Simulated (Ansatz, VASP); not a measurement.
# Two plane-wave programs on W

INCAR

```
SYSTEM = W
PREC = Accurate
ENCUT = 500
EDIFF = 1E-6
ISMEAR = 0
SIGMA = 0.05
LREAL = .FALSE.
LASPH = .TRUE.
NELM = 120
ALGO = Normal
ISIF = 2
LWAVE = .FALSE.
LCHARG = .TRUE.
GGA = PS
LELF = .TRUE.
LVHAR = .TRUE.
NBANDS = 13
GGA_COMPAT = .FALSE.
```

KPOINTS

```
Automatic mesh
0
G
  16 16 16
  0 0 0
```

Contents of POSCAR:

```
W
1.0
   -1.5799983977      1.5799983977      1.5799983977
    1.5799983977     -1.5799983977      1.5799983977
    1.5799983977      1.5799983977     -1.5799983977
W
1
Direct
    0.0000000000      0.0000000000      0.0000000000
```

Input for Ansatz:

```yaml
crystal:
  lattice:
    - [-1.5799983977, 1.5799983977, 1.5799983977]
    - [1.5799983977, -1.5799983977, 1.5799983977]
    - [1.5799983977, 1.5799983977, -1.5799983977]
  atoms:
    - { symbol: W, position: [0.0, 0.0, 0.0] }
basis:
  ecutwfc: 420
  ecutrho_ratio: 4
kpoints:
  mp_grid: { grid: [16, 16, 16] }
hamiltonian:
  xc: pbesol
scf:
  occupations: { method: gaussian, width: 0.05 }
output:
  forces: true
  stress: true
  eigenvalues: true
```

Alike in both runs: task single point; functional PBEsol; k mesh 16 × 16 × 16; occupations gaussian, width 0.05 eV; no spin polarisation.

|  | VASP | Ansatz |
| --- | --- | --- |
| version | VASP 6.6.1 | Ansatz 0.2.0 |
| potentials or method | VASP PAW PBE potentials, release 64 (W_sv), cutoff 500 eV | scalar-relativistic, plane waves, PAW |
| valence electrons in the cell | 14 | 14 |

Ansatz gave:

```
gap on the k mesh at the Fermi level (eV) : none
pressure (GPa)                            : -2.1
```

What did VASP give for the same quantities?

gap on the k mesh at the Fermi level (eV): none; pressure (GPa): -1.5.

VASP's potentials were made for PBE, not for PBEsol. A gap of «none» marks a metal or a gap that the smearing closes. With one functional, cell and mesh, what is left measures potentials, basis and numerics.

Spin-orbit coupling is off throughout.
